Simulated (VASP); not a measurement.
Crystal: Fe.

```xyz
1
Lattice="-1.4475 1.4475 1.4475 1.4475 -1.4475 1.4475 1.4475 1.4475 -1.4475" Properties=species:S:1:pos:R:3 pbc="T T T"
Fe    0.0000    0.0000    0.0000
```

Base run:

```yaml
Program: VASP 6.6.1
Functional: PBE
Potentials_or_basis: VASP PAW PBE potentials, release 64 (Fe)
Cutoff: 600 eV
k_mesh: 13 × 13 × 13
Occupations: fermi-dirac, width 0.05 eV
Spin: collinear spin, ferromagnetic start
Starting_moments: "[0.52] μB"
Fixed_moment: 0.52 μB
```

Its results: pressure -26.2 GPa; site moments Fe +0.54 μB.

Q: After a change of settings the same cell gave: pressure -14.3 GPa; site moments Fe +2.10 μB. Which change was it?
A. fixed moment from 0.52 μB to 1.56 μB; moments at the start from [0.52] to [1.56]
B. fixed moment from 0.52 μB to 2.6 μB; moments at the start from [0.52] to [2.6]
C. fixed moment from 0.52 μB to 3.12 μB; moments at the start from [0.52] to [3.12]
D. fixed moment from 0.52 μB to 2.08 μB; moments at the start from [0.52] to [2.08]

A: D.

Caveats: the total moment is fixed, so each spin has its own Fermi level.
